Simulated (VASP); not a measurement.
Here is a VASP 6.6.1 calculation.

The input INCAR:

```
PREC = Accurate
ENCUT = 520
EDIFF = 1E-8
ISMEAR = -1
SIGMA = 0.05
LREAL = False
LASPH = True
NELM = 60
ALGO = Normal
ISIF = 2
LWAVE = False
LCHARG = False
GGA = PE
LEFG = True
NBANDS = 17
```

File KPOINTS:

```
regular mesh
0
Gamma
  12 12 12
```

File POSCAR:

```
PbS
1.0
    0.0000000000      3.0042711419      3.0042711419
    3.0042711419      0.0000000000      3.0042711419
    3.0042711419      3.0042711419      0.0000000000
Pb S
1 1
Direct
    0.0000000000      0.0000000000      0.0000000000
    0.5000000000      0.5000000000      0.5117682454
```

Potentials or basis: VASP PAW PBE potentials, release 64 (Pb_d, S).

Run with:

```bash
$ cat potpaw_PBE.64/Pb_d/POTCAR potpaw_PBE.64/S/POTCAR > POTCAR
$ mpirun -np 1 vasp_std > vasp.out
```

(1) Predict the band gap on the k mesh.

(2) Estimate the largest force.

(3) Estimate the pressure.

Results:

(1) 0.50 eV.

(2) 0.011 eV/Å.

(3) 0.0 GPa.

Caveat: the cell differs from its parent crystal (0.035355, 0.0] A); without QUAD_EFG the Cq values of the log hold for a quadrupole moment of 1 mb, not for the nuclei; spin-orbit coupling is left out, which moves the levels of the heavy elements.
